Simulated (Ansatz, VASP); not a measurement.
## Si: VASP beside Ansatz

INCAR

```
SYSTEM = Si
PREC = Accurate
ENCUT = 520
EDIFF = 1E-7
ISMEAR = 0
SIGMA = 0.03
LREAL = .FALSE.
LASPH = .TRUE.
NELM = 80
ALGO = Normal
ISIF = 2
LWAVE = .FALSE.
LCHARG = .TRUE.
GGA = PE
LELF = .TRUE.
LVHAR = .TRUE.
NBANDS = 26
```

KPOINTS

```
Automatic mesh
0
G
  10 10 6
  0 0 0
```

File POSCAR:

```
Si
1.0
    7.0339052071     -1.9559643326      0.0238396596
    7.0339052071      1.9559643326      0.0238396596
   -0.7382917970      0.0000000000      6.1723077119
Si
8
Direct
    0.0556621665      0.0556621665      0.8741221558
    0.9443378335      0.9443378335      0.1258778442
    0.5592302857      0.5592302857      0.6536328742
    0.4407697143      0.4407697143      0.3463671258
    0.2128935591      0.2128935591      0.0570686657
    0.7871064409      0.7871064409      0.9429313343
    0.7270257696      0.7270257696      0.5855965457
    0.2729742304      0.2729742304      0.4144034543
```

Input for Ansatz:

```yaml
crystal:
  lattice:
    - [7.0339052071, -1.9559643326, 0.0238396596]
    - [7.0339052071, 1.9559643326, 0.0238396596]
    - [-0.738291797, 0.0, 6.1723077119]
  atoms:
    - { symbol: Si, position: [0.0556621665, 0.0556621665, 0.8741221558] }
    - { symbol: Si, position: [0.9443378335, 0.9443378335, 0.1258778442] }
    - { symbol: Si, position: [0.5592302857, 0.5592302857, 0.6536328742] }
    - { symbol: Si, position: [0.4407697143, 0.4407697143, 0.3463671258] }
    - { symbol: Si, position: [0.2128935591, 0.2128935591, 0.0570686657] }
    - { symbol: Si, position: [0.7871064409, 0.7871064409, 0.9429313343] }
    - { symbol: Si, position: [0.7270257696, 0.7270257696, 0.5855965457] }
    - { symbol: Si, position: [0.2729742304, 0.2729742304, 0.4144034543] }
basis:
  ecutwfc: 420
kpoints:
  mp_grid: { grid: [10, 10, 6] }
hamiltonian:
  xc: pbe
  pseudopotentials: { kind: paw, azcp: { folder: soft_1 } }
scf:
  occupations: { method: gaussian, width: 0.03 }
output:
  forces: true
  stress: true
  eigenvalues: true
```

Change from the starting cell: mode 4 frozen in at +0.000 Å, strain +e along z and -e/2 along x and y -0.0233.

Alike in both runs: task single point; functional PBE; k mesh 10 × 10 × 6; occupations gaussian, width 0.03 eV; no spin polarisation.

|  | VASP | Ansatz |
| --- | --- | --- |
| version | VASP 6.6.1 | Ansatz 0.2.0 |
| potentials or method | VASP PAW PBE potentials, release 64 (Si), cutoff 520 eV | scalar-relativistic, plane waves, PAW |
| valence electrons in the cell | 32 | 32 |

```tsv
	VASP	Ansatz	Ansatz less VASP
gap on the k mesh at the Fermi level (eV)	0.14	0.14	-0.001
least direct gap on the mesh (eV)	0.33	0.33	0.000
pressure (GPa)	0.1	0.2	+0.06
traceless stress, the component that is largest in VASP (GPa)	3.23	3.23	-0.002
rms of the force components (eV/Å)	0.167	0.168	+0.0011
```

Atom by atom the forces differ by 0.002 eV/Å (rms over components). With one functional, cell and mesh, what is left measures potentials, basis and numerics.
